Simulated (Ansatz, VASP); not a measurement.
**Ni in VASP and in Ansatz**

File INCAR:

```
SYSTEM = Ni
  ALGO = Normal
  EDIFF = 1E-6
  ENCUT = 520
  GGA = RP
  ISIF = 2
  ISMEAR = -1
  ISPIN = 2
  LASPH = .True.
  LCHARG = .False.
  LMAXMIX = 4
  LORBIT = 11
  LREAL = .False.
  LWAVE = .False.
  MAGMOM = -0.65 -0.65
  NBANDS = 21
  NELM = 150
  PREC = Accurate
  SIGMA = 0.05
```

KPOINTS

```
k-points
0
Gamma
  13 13 13
  0 0 0
```

The input POSCAR:

```
Ni
1.0
    0.0000000000      2.4397150963      2.4397150963
    2.4397150963      0.0000000000      2.4397150963
    2.4397150963      2.4397150963      0.0000000000
Ni
2
Direct
    0.0000000000      0.0000000000      0.0000000000
    0.5000000000      0.5000000000      0.5000000000
```

Input for Ansatz:

```yaml
crystal:
  lattice:
    - [0.0, 2.4397150963, 2.4397150963]
    - [2.4397150963, 0.0, 2.4397150963]
    - [2.4397150963, 2.4397150963, 0.0]
  atoms:
    - { symbol: Ni, position: [0.0, 0.0, 0.0], spin: -0.65 }
    - { symbol: Ni, position: [0.5, 0.5, 0.5], spin: -0.65 }
hamiltonian:
  xc: rpbe
  pseudopotentials:
    kind: paw
    azcp:
      Ni: "pseudopotentials/Ni.paw.azcp"
basis:
  ecutwfc: 420
  fft_grid_basis: typed
kpoints:
  mp_grid: { grid: [13, 13, 13], shift: [0, 0, 0] }
magnetization:
  spin_polarized: true
scf:
  occupations: { method: fermi_dirac, width: 0.05 }
  lower_state_search: "off"
output:
  stress: true
```

Alike in both runs: task single point; functional RPBE; k mesh 13 × 13 × 13; occupations fermi-dirac, width 0.05 eV; collinear spin.

|  | VASP | Ansatz |
| --- | --- | --- |
| version | VASP 6.6.1 | Ansatz 0.2.0 |
| potentials or method | VASP PAW PBE potentials, release 64 (Ni), cutoff 520 eV | plane waves (420 eV) with PAW, scalar-relativistic |
| valence electrons in the cell | 20 | 36 |

VASP gave:

| Property | Result |
| --- | --- |
| pressure (GPa) | -9.4 |
| net moment per atom (μB) | 0.79 |
| size of the moment on the site where the two differ most (μB) | 0.81 |

Task: Estimate Ansatz's values.

Result: Pressure (GPa): -9.5; net moment per atom (μB): 0.82; size of the moment on the site where the two differ most (μB): 0.85.

VASP's potentials were made for PBE, not for RPBE. Site moments also hang on the region over which each program counts them. VASP's potentials hold 20 valence electrons a cell and Ansatz's 36, so a difference there can come from the potentials and not from the codes.
